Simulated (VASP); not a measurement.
YSi6: single point with PBE

The system is YSi6.

```
Y Si
1.0
     2.86041    1.65146    4.21425
    -2.86041    1.65146    4.21425
     0.00000   -3.30292    4.21425
Y Si
1 6
Direct
  0.50000 0.50000 0.50000
  0.11852 0.11852 0.55630
  0.55630 0.11852 0.11852
  0.11852 0.55630 0.11852
  0.44370 0.88148 0.88148
  0.88148 0.88148 0.44370
  0.88148 0.44370 0.88148
```

The cell was built from a structure type or drawn by symmetry, and may not be a known phase.

```
Program                : VASP 6.6.1
Task                   : single point
Functional             : PBE
Potentials or basis    : VASP PAW PBE potentials, release 64 (Y_sv, Si)
Cutoff                 : 520 eV
k mesh                 : 6 × 6 × 6
Occupations            : gaussian, width 0.1 eV
Spin                   : no spin polarisation
Dipole correction      : no
Further INCAR settings : ALGO = Normal; EDIFF = 1e-07; NBANDS = 26
```

```json
{
  "Pressure": "0.1 GPa",
  "Largest force": "0.031 eV/Å",
  "Band gap on the k mesh": "zero (an odd number of electrons rules out a gap without spin polarisation)"
}
```

Forces in eV/Å, atoms in the order of the input:
```
Y    0.000  0.000  0.000
Si   0.000 -0.014 -0.028
Si   0.012  0.007 -0.028
Si  -0.012  0.007 -0.028
Si  -0.012 -0.007  0.028
Si   0.000  0.014  0.028
Si   0.012 -0.007  0.028
```

Stress tensor (GPa, compression positive):
```
0.04 0.00 0.00
0.00 0.04 0.00
0.00 0.00 0.14
```

Levels at points of the mesh, in eV from the Fermi level:
| k point | band 15 | band 16 | band 17 | band 18 | band 19 | band 20 | band 21 | band 22 |
| --- | --- | --- | --- | --- | --- | --- | --- | --- |
| (0.00, 0.00, 0.00) | -3.02 | -2.42 | -2.42 | -0.11 | 1.55 | 1.99 | 2.68 | 2.68 |
| (0.50, 0.00, 0.00) | -2.10 | -1.68 | -0.70 | 0.35 | 1.14 | 1.14 | 1.15 | 1.54 |
| (0.50, 0.50, 0.00) | -1.92 | -1.55 | -1.17 | -0.28 | -0.14 | 0.48 | 0.99 | 1.32 |
| (0.50, 0.50, 0.50) | -0.29 | -0.29 | 0.90 | 1.22 | 1.22 | 1.38 | 3.07 | 3.22 |

Wall time 96 s on 1 thread of Intel(R) Xeon(R) Platinum 8259CL CPU @ 2.50GHz (Skylake/Cascade Lake) (shared host), peak memory 0.3 GiB.
